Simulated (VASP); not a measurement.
**Ir2O3: single point with PBE**

Crystal: Ir2O3.

```
Ir O
1.0
     4.87030    0.00000    0.00000
     0.00000    4.87030    0.00000
     0.00000    0.00000    4.87030
Ir O
4 6
Direct
  0.25000 0.25000 0.25000
  0.75000 0.75000 0.25000
  0.75000 0.25000 0.75000
  0.25000 0.75000 0.75000
  0.50000 0.00000 0.00000
  0.00000 0.50000 0.00000
  0.00000 0.00000 0.50000
  0.50000 0.50000 0.00000
  0.50000 0.00000 0.50000
  0.00000 0.50000 0.50000
```

* Program: VASP 6.6.1
* Task: single point
* Functional: PBE
* Potentials or basis: VASP PAW PBE potentials, release 64 (Ir, O)
* Cutoff: 520 eV
* k mesh: 12 × 12 × 12
* Occupations: fermi-dirac, width 0.0612256 eV
* Spin: no spin polarisation

```
Pressure : -8.0 GPa
```

Levels at points of the mesh, in eV from the Fermi level:
```tsv
k point	band 32	band 33	band 34	band 35	band 36	band 37	band 38	band 39	band 40	band 41
(0.00, 0.00, 0.00)	-1.34	-1.34	-0.12	-0.12	-0.12	-0.02	-0.02	1.84	1.84	1.84
(0.50, 0.00, 0.00)	-1.53	-0.87	-0.87	-0.27	-0.27	0.60	0.60	1.73	1.73	2.12
(0.50, 0.50, 0.00)	-1.38	-0.74	-0.74	-0.57	-0.57	1.17	1.17	1.40	1.40	1.47
(0.50, 0.50, 0.50)	-1.63	-1.63	-0.45	-0.45	-0.45	0.07	0.07	0.07	2.85	2.85
```

It took 2.6 min on 1 thread of Intel(R) Xeon(R) 6975P-C (Granite Rapids), with other jobs on the host, peak memory 0.43 GiB.

Caveat: the cell stands under tension; spin-orbit coupling is left out, which moves the levels of the heavy elements.
